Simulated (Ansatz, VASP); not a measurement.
# Lu: VASP beside Ansatz

File INCAR:

```
PREC = Accurate
ENCUT = 520
EDIFF = 1E-6
ISMEAR = -1
SIGMA = 0.1
LREAL = F
LASPH = T
NELM = 100
ALGO = Normal
ISIF = 2
LWAVE = F
LCHARG = F
GGA = B5
ALDAX = 1.0
AGGAX = 1.0
AGGAC = 1.0
ALDAC = 0.0
NBANDS = 32
```

File KPOINTS:

```
Automatic mesh
0
Gamma
  13 13 7
```

POSCAR

```
Lu
1.0
   -2.2829205592      1.8697946655      1.6694378238
    1.8697946655     -2.2829205592      1.6694378238
    4.0909889967      4.0909889967     -2.4260786550
Lu
2
Direct
    0.9583898942      0.0416101058      1.0000000000
    0.7916101058      0.2083898942      0.5000000000
```

Input for Ansatz:

```yaml
crystal:
  lattice:
    - [-2.2829205592, 1.8697946655, 1.6694378238]
    - [1.8697946655, -2.2829205592, 1.6694378238]
    - [4.0909889967, 4.0909889967, -2.426078655]
  atoms:
    - { symbol: Lu, position: [0.9583898942, 0.0416101058, 1.0] }
    - { symbol: Lu, position: [0.7916101058, 0.2083898942, 0.5] }
hamiltonian:
  xc: blyp
  pseudopotentials:
    kind: paw
    azcp:
      Lu: "pseudopotentials/Lu.paw.azcp"
basis:
  ecutwfc: 420
  fft_grid_basis: typed
kpoints:
  mp_grid: { grid: [13, 13, 7], shift: [0, 0, 0] }
magnetization:
  spin_polarized: false
scf:
  occupations: { method: fermi_dirac, width: 0.1 }
  lower_state_search: "off"
output:
  stress: true
```

Alike in both runs: task single point; functional BLYP; k mesh 13 × 13 × 7; occupations fermi-dirac, width 0.1 eV; no spin polarisation.

|  | VASP | Ansatz |
| --- | --- | --- |
| version | VASP 6.6.1 | Ansatz 0.2.0 |
| potentials or method | VASP PAW PBE potentials, release 64 (Lu), cutoff 520 eV | plane waves (420 eV) with PAW, scalar-relativistic |
| valence electrons in the cell | 50 | 50 |

Ansatz gave:

- pressure (GPa): 7.1
- traceless stress, the component that is largest in VASP (GPa): 0.03

Q: What did VASP give for the same quantities?

A: Pressure (GPa): 7.3; traceless stress, the component that is largest in VASP (GPa): 0.06.

VASP's potentials were made for PBE, not for BLYP. With one functional, cell and mesh, what is left measures potentials, basis and numerics.

Spin-orbit coupling is off throughout.
